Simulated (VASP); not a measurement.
# W (P6_3/mmc) in VASP: notebook

Runs on W. Level: PBE. Tasks: single point, relaxation of cell and atoms.

Program: VASP 6.6.1. These are calculated values, not measurements. Logs are shortened: lines on timing, memory, paths and dates and some standing lists are left out, and cuts for length are marked.

### 1 The cell of the first run

The structure is hexagonal, space group P6_3/mmc (No. 194). The conventional cell has a = 2.776 Å, b = 2.776 Å, c = 4.951 Å, α = 90.00°, β = 90.00°, γ = 120.00°. W (site symmetry -6m2) has 12 W at 2.78 to 2.95 Å within 3.7 Å.

### 2 Single point, PBE

The input, INCAR:

```
SYSTEM = W
PREC = Accurate
ENCUT = 520
EDIFF = 1E-6
ISMEAR = 0
SIGMA = 0.05
LREAL = .False.
LASPH = .True.
NELM = 60
ALGO = Fast
ISIF = 2
LWAVE = .False.
LCHARG = .False.
GGA = PE
NBANDS = 21
```

The input, KPOINTS:

```
regular mesh
0
Gamma
  18 18 10
  0 0 0
```

The input, POSCAR:

```
W
1.0
    2.7764647312      0.0000000000      0.0000000000
   -1.3882323656      2.4044889900      0.0000000000
    0.0000000000      0.0000000000      4.9512692421
W
2
Direct
    0.3333333333      0.6666666667      0.7500000000
    0.6666666667      0.3333333333      0.2500000000
```

Potentials or basis: VASP PAW PBE potentials, release 64 (W_sv).

On the command line:

```
cat potpaw_PBE.64/W_sv/POTCAR > POTCAR
mpirun -np 1 vasp_std > vasp.out
```

OUTCAR:

```text
SYSTEM = W
   PREC = Accurate
   ENCUT = 520
   EDIFF = 1E-6
   ISMEAR = 0
   LREAL = .False.
   LASPH = .True.
   NELM = 60
   ISIF = 2
   GGA = PE

 ion  position               nearest neighbor table
   1  0.333  0.667  0.750-   2 2.95   2 2.95   2 2.95   2 2.95   2 2.95   2 2.95
   2  0.667  0.333  0.250-   1 2.95   1 2.95   1 2.95   1 2.95   1 2.95   1 2.95

  LATTYP: Found a hexagonal cell.
 ALAT       =     2.7764647312
 C/A-ratio  =     1.7832998872

  Lattice vectors:

 A1 = (   2.7764647312,   0.0000000000,   0.0000000000)
 A2 = (  -1.3882323656,   2.4044889900,   0.0000000000)
 A3 = (   0.0000000000,   0.0000000000,   4.9512692421)

Analysis of symmetry for initial positions (statically):
=====================================================================
 Subroutine PRICEL returns:
 Original cell was already a primitive cell.

 Routine SETGRP: Setting up the symmetry group for a
 hexagonal supercell.

 Subroutine GETGRP returns: Found 24 space group operations
 (whereof 12 operations were pure point group operations)
 out of a pool of 24 trial point group operations.

The static configuration has the point symmetry D_3d.
 The point group associated with its full space group is D_6h.

Analysis of symmetry for dynamics (positions and initial velocities):
=====================================================================
 Subroutine PRICEL returns:
 Original cell was already a primitive cell.

 Routine SETGRP: Setting up the symmetry group for a
 hexagonal supercell.

 Subroutine GETGRP returns: Found 24 space group operations
 (whereof 12 operations were pure point group operations)
 out of a pool of 24 trial point group operations.

The dynamic configuration has the point symmetry D_3d.
 The point group associated with its full space group is D_6h.

 Subroutine INISYM returns: Found 24 space group operations
 (whereof 12 operations are pure point group operations),
 and found     1 'primitive' translations

----------------------------------------------------------------------------------------

                                     Primitive cell

  volume of cell :      33.0546

  direct lattice vectors                    reciprocal lattice vectors
     2.776464731  0.000000000  0.000000000     0.360170251  0.207944392  0.000000000
    -1.388232366  2.404488990  0.000000000     0.000000000  0.415888783  0.000000000
     0.000000000  0.000000000  4.951269242     0.000000000  0.000000000  0.201968415

  length of vectors
     2.776464731  2.776464731  4.951269242     0.415888783  0.415888783  0.201968415

  position of ions in fractional coordinates (direct lattice)
     0.333333333  0.666666667  0.750000000
     0.666666667  0.333333333  0.250000000

  ion indices of the primitive-cell ions
   primitive index   ion index
                 1           1
                 2           2

----------------------------------------------------------------------------------------

 KPOINTS: regular mesh

Automatic generation of k-mesh.
 Grid dimensions read from file:
 generate k-points for:   18   18   10

 Generating k-lattice:

  Cartesian coordinates                     Fractional coordinates (reciprocal lattice)
     0.020009458  0.011552466  0.000000000     0.055555556  0.000000000  0.000000000
     0.000000000  0.023104932  0.000000000     0.000000000  0.055555556  0.000000000
     0.000000000  0.000000000  0.020196841     0.000000000  0.000000000  0.100000000

  Length of vectors
     0.023104932  0.023104932  0.020196841

  Shift w.r.t. Gamma in fractional coordinates (k-lattice)
     0.000000000  0.000000000  0.000000000

 Subroutine IBZKPT returns following result:
 ===========================================

 Found    222 irreducible k-points:

 Following reciprocal coordinates:
            Coordinates               Weight
  0.000000  0.000000  0.000000      1.000000
  0.055556  0.000000  0.000000      6.000000
  0.111111  0.000000  0.000000      6.000000
  0.166667  0.000000  0.000000      6.000000
  0.222222  0.000000  0.000000      6.000000
  0.277778  0.000000  0.000000      6.000000
[... 16 lines left out ...]
  0.333333  0.111111  0.000000     12.000000
  0.388889  0.111111  0.000000     12.000000
 [... further k-points ...]
   k-points           NKPTS =    222   k-points in BZ     NKDIM =    222   number of bands    NBANDS=     21
   number of dos      NEDOS =    301   number of ions     NIONS =      2
   total plane-waves  NPLWV =  23040
   dimension x,y,z NGX =    24 NGY =   24 NGZ =   40
   dimension x,y,z NGXF=    48 NGYF=   48 NGZF=   80
   ions per type =               2
   NGX,Y,Z   is equivalent  to a cutoff of  14.37, 14.37, 13.43 a.u.
   NGXF,Y,Z  is equivalent  to a cutoff of  28.74, 28.74, 26.86 a.u.
 SYSTEM =  W
   PREC   = accura    normal or accurate (medium, high low for compatibility)
   ISTART =      0    job   : 0-new  1-cont  2-samecut
   ICHARG =      2    charge: 1-file 2-atom 10-const
   ISPIN  =      1    spin polarized calculation?
   LNONCOLLINEAR =      F non collinear calculations
   LSORBIT =      F    spin-orbit coupling
   LASPH  =      T    aspherical Exc in radial PAW
   ENCUT  =  520.0 eV  38.22 Ry    6.18 a.u.   5.16  5.16  9.21*2*pi/ulx,y,z
   NELM   =     60;   NELMIN=  2; NELMDL= -5     # of ELM steps
   EDIFF  = 0.1E-05   stopping-criterion for ELM
   LREAL  =      F    real-space projection
   EDIFFG = 0.1E-04   stopping-criterion for IOM
   NSW    =      0    number of steps for IOM
   IBRION =     -1    ionic relax: 0-MD 1-quasi-New 2-CG
   NFREE  =      0    steps in history (QN), initial steepest desc. (CG)
   ISIF   =      2    stress and relaxation
   ISYM   =      2    0-nonsym 1-usesym 2-fastsym
   POTIM  = 0.5000    time-step for ionic-motion
   TEBEG  =    0.0;   TEEND  =   0.0 temperature during run
   PSTRESS=    0.0 pullay stress
   NELECT =      28.0000    total number of electrons
   NUPDOWN=      -1.0000    fix difference up-down
   EMIN   =  10.00;   EMAX   =-10.00  energy-range for DOS
   EFERMI =   0.00;   METHOD = LEGACY
   ISMEAR =     0;   SIGMA  =   0.05  broadening in eV -4-tet -1-fermi 0-gaus
   EFERMI_NEDOS =   21; number of points for ismear=-14 and -15
   IALGO  =     68    algorithm
   IMIX   =      4    mixing-type and parameters
     AMIX     =   0.40;   BMIX     =  1.00
     AMIX_MAG =   1.60;   BMIX_MAG =  1.00
  volume/ion in A,a.u.               =      16.53       111.53
  Fermi-wavevector in a.u.,A,eV,Ry     =   1.548996  2.927178 32.645671  2.399389
  Thomas-Fermi vector in A             =   2.653866
   LORBIT       =      0    0 simple, 1 ext, 2 COOP (PROOUT), +10 PAW based schemes
   GGA     = PE    functional components
   LHFCALC =     F    Hartree Fock is set to
   AEXX    =    0.0000 exact exchange contribution
   IVDW    =     0    specifies the selected vdW correction
   LEPSILON=     F    determine dielectric tensor
   LRPA    =     F    only Hartree local field effects (RPA)
 non-spin polarized calculation
 RMM-DIIS sequential band-by-band and
 Gauss-broadening in eV      SIGMA  =   0.05
  energy-cutoff  :      520.00
  volume of cell :       33.05
 maximum number of plane-waves:       902
 NGX is ok and might be reduce to    24
   NGX = 11   NGY = 11   NGZ = 19

 number of electron      28.0000002 magnetization

 Free energy of the ion-electron system (eV)
  ---------------------------------------------------
  ext. energy  EPLUGINS =         0.00000000
  ---------------------------------------------------
  free energy    TOTEN  =       -24.90763469 eV

  energy without entropy =      -24.90471619  energy(sigma->0) =      -24.90617544

 E-fermi :  10.4795     XC(G=0): -13.3881

 val. band max:       10.4752321018   @ k =   0.1111   0.0000   0.2000
 cond. band min:      10.4797601613   @ k =   0.2778   0.2778   0.1000
 fundamental gap:      0.0045280595
 Fermi energy:        10.4794924882

 k-point     1 :       0.0000    0.0000    0.0000
  band No.  band energies     occupation
      1     -63.2981      2.00000
      2     -63.2295      2.00000
      3     -28.0052      2.00000
      4     -27.1157      2.00000
      5     -26.9185      2.00000
      6     -26.9185      2.00000
[... 13 lines left out ...]
     20      14.7393      0.00000
     21      19.1890      0.00000

 k-point     2 :       0.0556    0.0000    0.0000
  band No.  band energies     occupation
      1     -63.2947      2.00000
      2     -63.2269      2.00000
      3     -27.9945      2.00000
      4     -27.1169      2.00000
      5     -26.9541      2.00000
      6     -26.9282      2.00000
[... 13 lines left out ...]
     20      15.0800      0.00000
     21      19.1701      0.00000

 k-point     3 :       0.1111    0.0000    0.0000
  band No.  band energies     occupation
      1     -63.2847      2.00000
      2     -63.2197      2.00000
      3     -27.9629      2.00000
      4     -27.1208      2.00000
      5     -27.0562      2.00000
      6     -26.9677      2.00000
[... 13 lines left out ...]
     20      15.8781      0.00000
     21      19.0911      0.00000

 k-point     4 :       0.1667    0.0000    0.0000
  band No.  band energies     occupation
      1     -63.2693      2.00000
      2     -63.2088      2.00000
      3     -27.9128      2.00000
      4     -27.2112      2.00000
      5     -27.1282      2.00000
      6     -27.1225      2.00000
[... 13 lines left out ...]
     20      16.8673      0.00000
     21      18.9198      0.00000

 k-point     5 :       0.2222    0.0000    0.0000
  band No.  band energies     occupation
      1     -63.2502      2.00000
      2     -63.1956      2.00000
      3     -27.8479      2.00000
      4     -27.3990      2.00000
      5     -27.3068      2.00000
      6     -27.1406      2.00000
[... 13 lines left out ...]
     20      17.9097      0.00000
     21      18.6644      0.00000
[... 382 lines left out ...]
     20      18.4538      0.00000
     21      19.5419      0.00000

 k-point    22 :       0.2778    0.1111    0.0000
  band No.  band energies     occupation
      1     -63.2036      2.00000
      2     -63.1664      2.00000
      3     -27.7642      2.00000
      4     -27.6783      2.00000
      5     -27.6726      2.00000
      6     -27.2040      2.00000
[... 13 lines left out ...]
     20      18.5589      0.00000
     21      20.5000      0.00000

 k-point    23 :       0.3333    0.1111    0.0000
  band No.  band energies     occupation
      1     -63.1872      2.00000
      2     -63.1579      2.00000
      3     -27.8956      2.00000
      4     -27.7911      2.00000
      5     -27.6000      2.00000
      6     -27.2560      2.00000
[... 13 lines left out ...]
     20      19.1179      0.00000
     21      21.1822      0.00000

 k-point    24 :       0.3889    0.1111    0.0000
  band No.  band energies     occupation
      1     -63.1757      2.00000
      2     -63.1531      2.00000
      3     -27.9802      2.00000
      4     -27.8641      2.00000
      5     -27.5427      2.00000
      6     -27.2896      2.00000
[... 13 lines left out ...]
     20      19.4811      0.00000
     21      20.3675      0.00000

 [... further k-points ...]
[... 5 lines left out ...]
  --------------------------------------------------------------------------------------
  -------------------------------------------------------------------------------------
  Total        0.1148191      0.1148191      0.0741605     -0.0000000      0.0000000     -0.0000000
  in kB        5.5653613      5.5653613      3.5946072     -0.0000000      0.0000000     -0.0000000
  external PRESSURE =       4.9084433 kB  Pullay stress =       0.0000000 kB

 VOLUME and BASIS-vectors are now :
 -----------------------------------------------------------------------------
  energy-cutoff  :      520.00
  volume of cell :       33.05
      direct lattice vectors                 reciprocal lattice vectors
     2.776464731  0.000000000  0.000000000     0.360170251  0.207944392  0.000000000
    -1.388232366  2.404488990  0.000000000     0.000000000  0.415888783  0.000000000
     0.000000000  0.000000000  4.951269242     0.000000000  0.000000000  0.201968415

 POSITION                                       TOTAL-FORCE (eV/Angst)
 -----------------------------------------------------------------------------------
     -0.00000      1.60299      3.71345        -0.000000      0.000000      0.000000
      1.38823      0.80150      1.23782         0.000000      0.000000      0.000000
 -----------------------------------------------------------------------------------
    total drift:                               -0.000000      0.000000     -0.000000

  FREE ENERGIE OF THE ION-ELECTRON SYSTEM (eV)
  ---------------------------------------------------
  free  energy   TOTEN  =       -24.9076346941 eV

  energy  without entropy=      -24.9047161894  energy(sigma->0) =      -24.90617544
```

Run time: 55 s. Hardware: 1 thread of Intel Xeon 6975P-C (Granite Rapids), shared host; peak memory 0.24 GiB.

What came out:

| Item | Value |
| --- | --- |
| Free energy | -24.9076 eV |
| Pressure | 0.5 GPa |
| Band gap on the k mesh | zero (band 14 reaches 11.75 eV, above the bottom of band 15 at 10.09 eV) |

Caveat: spin-orbit coupling is left out, which moves the levels of the heavy elements.

### 3 Relaxation of cell and atoms, PBE

This run uses another cell than the first one, of 15.78 Å³/atom, 0.955 times its volume.

The input, INCAR:

```
PREC = Accurate
ENCUT = 600
EDIFF = 1E-6
ISMEAR = 0
SIGMA = 0.05
LREAL = False
LASPH = True
NELM = 100
ALGO = Fast
ISIF = 3
LWAVE = False
LCHARG = False
GGA = PE
IBRION = 2
NSW = 80
EDIFFG = -0.01
```

The input, KPOINTS:

```
regular mesh
0
Gamma
  18 18 10
```

The input, POSCAR:

```
W
1.0
    2.8150416393      0.0000000000      0.0000000000
   -1.4075208196      2.4378975723      0.0000000000
    0.0000000000      0.0000000000      4.5979013441
W
2
Direct
    0.3333333333      0.6666666667      0.7500000000
    0.6666666667      0.3333333333      0.2500000000
```

Potentials or basis: VASP PAW PBE potentials, release 64 (W_sv).

On the command line:

```
cat potpaw_PBE.64/W_sv/POTCAR > POTCAR
mpirun -np 1 vasp_std > vasp.out
```

Run time: 4.8 min. Hardware: 1 thread of Intel Xeon 6975P-C (Granite Rapids), shared host; peak memory 0.27 GiB.

Results (log left out):

| Quantity | Value |
| --- | --- |
| Free energy | -24.9073 eV |
| Relaxed volume | 16.56 Å³/atom |
| Relaxed cell | a = 2.779 Å, b = 2.779 Å, c = 4.953 Å, α = 90.00°, β = 90.00°, γ = 120.00° |
| Space group after relaxing (to 0.05 Å) | P6_3/mmc (No. 194) |
| Energy gained by relaxing | 92.2 meV/atom |
| Ionic steps | 8 |
| Pressure after relaxing | -0.1 GPa |
| Band gap on the k mesh | zero (band 14 reaches 11.72 eV, above the bottom of band 15 at 10.07 eV) |

Step by step:
```csv
step,energy change (eV),largest force (eV/Å),pressure (GPa),volume (Å³)
1,0.0000,0.0000,13.30,31.55
2,0.3139,0.0000,-29.02,37.86
3,-0.0960,0.0000,-4.62,33.51
4,-0.1667,0.0000,-2.25,33.53
5,-0.1796,0.0000,-3.41,33.54
6,-0.1796,0.0000,-3.51,33.54
7,-0.1561,0.0000,9.24,32.10
8,-0.1844,0.0000,-0.05,33.12
```

Final structure:
```
W
1.0
     2.77862    0.00000    0.00000
    -1.38931    2.40635    0.00000
     0.00000    0.00000    4.95312
W
2
Direct
  0.33333 0.66667 0.75000
  0.66667 0.33333 0.25000
```

Levels at points of the mesh, in eV from the Fermi level:
```tsv
k point	band 11	band 12	band 13	band 14	band 15	band 16	band 17	band 18
(0.00, 0.00, 0.00)	-1.67	-0.41	-0.41	-0.31	0.16	0.16	2.01	2.01
(0.50, 0.00, 0.00)	-4.38	-1.26	-0.90	-0.37	-0.14	4.62	5.63	5.93
(0.00, 0.00, 0.50)	-2.11	-2.11	-0.36	-0.36	-0.36	-0.36	3.49	3.49
(0.50, 0.00, 0.50)	-3.40	-3.40	1.24	1.24	1.68	1.68	4.96	4.96
```

Caveat: spin-orbit coupling is left out, which moves the levels of the heavy elements.
